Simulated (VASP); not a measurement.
AlCu: single point with LDA

The system is AlCu.

```
Al Cu
1.0
     2.96115    0.00000    0.00000
     0.00000    2.96115    0.00000
     0.00000    0.00000    2.96115
Al Cu
1 1
Direct
  0.00000 0.00000 0.00000
  0.50000 0.50000 0.50000
```

```yaml
Program: VASP 6.6.1
Task: single point
Functional: LDA
Potentials_or_basis: VASP PAW LDA potentials, release 64 (Al, Cu_sv_GW)
Cutoff: 820 eV
k_mesh: 10 × 10 × 10
Occupations: fermi-dirac, width 0.05 eV
Spin: no spin polarisation
```

```yaml
Pressure: -4.6 GPa
Band_gap_on_the_k_mesh: zero (bands 11 and 12 overlap by 4.75 eV)
```

Levels at points of the mesh, in eV from the Fermi level:
| k point | band 9 | band 10 | band 11 | band 12 | band 13 | band 14 |
| --- | --- | --- | --- | --- | --- | --- |
| (0.00, 0.00, 0.00) | -4.08 | -4.08 | 3.80 | 3.80 | 3.80 | 6.40 |
| (0.50, 0.00, 0.00) | -4.54 | -4.02 | -3.29 | 7.23 | 8.07 | 8.07 |
| (0.50, 0.50, 0.00) | -3.89 | -3.89 | -3.67 | -0.95 | -0.10 | 10.23 |
| (0.50, 0.50, 0.50) | -3.65 | 0.62 | 0.62 | 0.62 | 1.87 | 2.24 |

Wall time 41 s on 1 thread of Intel(R) Xeon(R) Platinum 8375C CPU @ 2.90GHz (Ice Lake) (shared host), peak memory 0.2 GiB.

Caveat: the cell stands under tension.
